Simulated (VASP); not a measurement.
Set up this calculation in VASP 6.6.1, as the native input.

```yaml
Task: single point
Functional: PBE
Potentials_or_basis: VASP PAW PBE potentials, release 64 (Ni)
Cutoff: 520 eV
k_mesh: 10 × 9 × 9
Occupations: fermi-dirac, width 0.1 eV
Spin: collinear spin, ferromagnetic start
Starting_moments: "[2.0] μB"
Dipole_correction: no
Further_INCAR_settings: ALGO = Normal; EDIFF = 1e-06; NBANDS = 15
```

The structure of Ni lies in POSCAR:

```
Ni
1.0
   -0.0260200000      1.7052800000      1.7010100000
    1.7608700000     -0.0848800000      1.7598700000
    1.7198800000      1.7231600000     -0.0439000000
Ni
1
Direct
    0.0000000000      0.0000000000      0.0000000000
```

One way to write it, as run:

INCAR

```
SYSTEM = Ni
ALGO = Normal ; EDIFF = 1E-6
ENCUT = 520 ; GGA = PE
ISIF = 2 ; ISMEAR = -1
ISPIN = 2 ; LASPH = .TRUE.
LCHARG = .TRUE. ; LELF = .TRUE.
LMAXMIX = 4 ; LORBIT = 11
LREAL = .FALSE. ; LVHAR = .TRUE.
LWAVE = .FALSE. ; MAGMOM = 2
NBANDS = 15 ; NELM = 150
PREC = Accurate ; SIGMA = 0.1
```

KPOINTS

```
k-points
0
G
  10 9 9
  0 0 0
```

Potentials or basis: VASP PAW PBE potentials, release 64 (Ni).

Run with:

```bash
$ cat potpaw_PBE.64/Ni/POTCAR > POTCAR
$ mpirun -np 1 vasp_std > vasp.out
```

Results of the run:

```yaml
Pressure: 2.9 GPa
Net_moment: 0.57 μB per cell
Site_moments: Ni +0.58 μB
Valence_electrons_inside_the_program's_atomic_spheres: Ni 9.33
```

It took 71 s on 1 thread of Intel(R) Xeon(R) Platinum 8488C (Sapphire Rapids), with other jobs on the host, peak memory 0.2 GiB.
